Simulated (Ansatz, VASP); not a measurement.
**Cd in VASP and in Ansatz**

The input INCAR:

```
SYSTEM = Cd
PREC     = Accurate       ! precision mode
ENCUT    = 520            ! plane-wave cutoff, eV
EDIFF    = 1E-7           ! SCF threshold, eV
ISMEAR   = -1             ! smearing method
SIGMA    = 0.05           ! smearing width, eV
LREAL    = .False.        ! projectors in reciprocal space
LASPH    = .True.         ! aspherical terms in the spheres
NELM     = 80             ! most SCF steps
ALGO     = Fast           ! electronic algorithm
ISIF     = 2              ! what is computed and relaxed
LWAVE    = .False.        ! write WAVECAR
LCHARG   = .False.        ! write CHGCAR
GGA      = PE             ! functional
NBANDS   = 12             ! bands
```

KPOINTS

```
Automatic mesh
0
Gamma
  10 10 10
  0 0 0
```

The input POSCAR:

```
Cd
1.0
   -1.8078026137      1.8078026137      1.8078026137
    1.8078026137     -1.8078026137      1.8078026137
    1.8078026137      1.8078026137     -1.8078026137
Cd
1
Direct
    0.0000000000      0.0000000000      0.0000000000
```

File input.yaml:

```yaml
crystal:
  lattice:
    - [-1.8078026137, 1.8078026137, 1.8078026137]
    - [1.8078026137, -1.8078026137, 1.8078026137]
    - [1.8078026137, 1.8078026137, -1.8078026137]
  atoms:
    - { symbol: Cd, position: [0.0, 0.0, 0.0] }
kpoints:
  mp_grid: { grid: [10, 10, 10] }
scf:
  occupations: { method: fermi_dirac, width: 0.05 }
hamiltonian:
  xc: pbe
  pseudopotentials: { kind: all_electron, lapw: { basis_error: 0.0005 } }
output:
  forces: true
  stress: true
  eigenvalues: true
```

Change from the starting cell: volume scaled by 1.04.

Alike in both runs: task single point; functional PBE; k mesh 10 × 10 × 10; occupations fermi-dirac, width 0.05 eV; no spin polarisation.

|  | VASP | Ansatz |
| --- | --- | --- |
| version | VASP 6.6.1 | Ansatz 0.2.0 |
| potentials or method | VASP PAW PBE potentials, release 64 (Cd), cutoff 520 eV | all-electron LAPW, scalar-relativistic |

VASP gave:

| Item | Value |
| --- | --- |
| gap on the k mesh at the Fermi level (eV) | none |
| pressure (GPa) | -0.1 |

Task: What did Ansatz give for the same quantities?

Result: gap on the k mesh at the Fermi level (eV): none; pressure (GPa): -0.2.

A gap of «none» marks a metal or a gap that the smearing closes. Ansatz ran all-electron here, and VASP with PAW potentials.
